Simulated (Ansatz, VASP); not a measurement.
Two plane-wave programs on CrO2

```
Cr O
1.0
     2.58566    0.00000    0.00000
    -1.29283    2.23925    0.00000
     0.00000    0.00000   13.70470
Cr O
1 2
Direct
  0.33333 0.66667 0.00000
  0.66667 0.33333 0.91612
  0.66667 0.33333 0.08388
```

Alike in both runs: functional PBEsol; k mesh 12 × 12 × 2; occupations gaussian, width 0.1 eV; no spin polarisation.

Ansatz relaxed the structure, and its values are those at the end. VASP's run is a single point on that final structure, the one shown.

|  | VASP | Ansatz |
| --- | --- | --- |
| version | VASP 6.6.1 | Ansatz 0.2.0 |
| potentials or method | VASP PAW PBE potentials, release 64 (Cr_pv, O), cutoff 520 eV | scalar-relativistic, plane waves, PAW |
| valence electrons in the cell | 24 | 26 |

|  | VASP | Ansatz | Ansatz less VASP |
| --- | --- | --- | --- |
| gap on the k mesh at the Fermi level (eV) | 0.49 | 0.50 | +0.016 |
| least direct gap on the mesh (eV) | 1.72 | 1.74 | +0.018 |
| rms of the force components (eV/Å) | 0.051 | 0.006 | -0.0454 |

VASP's potentials were made for PBE, not for PBEsol. With one functional, cell and mesh, what is left measures potentials, basis and numerics. VASP's potentials hold 24 valence electrons a cell and Ansatz's 26, so a difference there can come from the potentials and not from the codes.
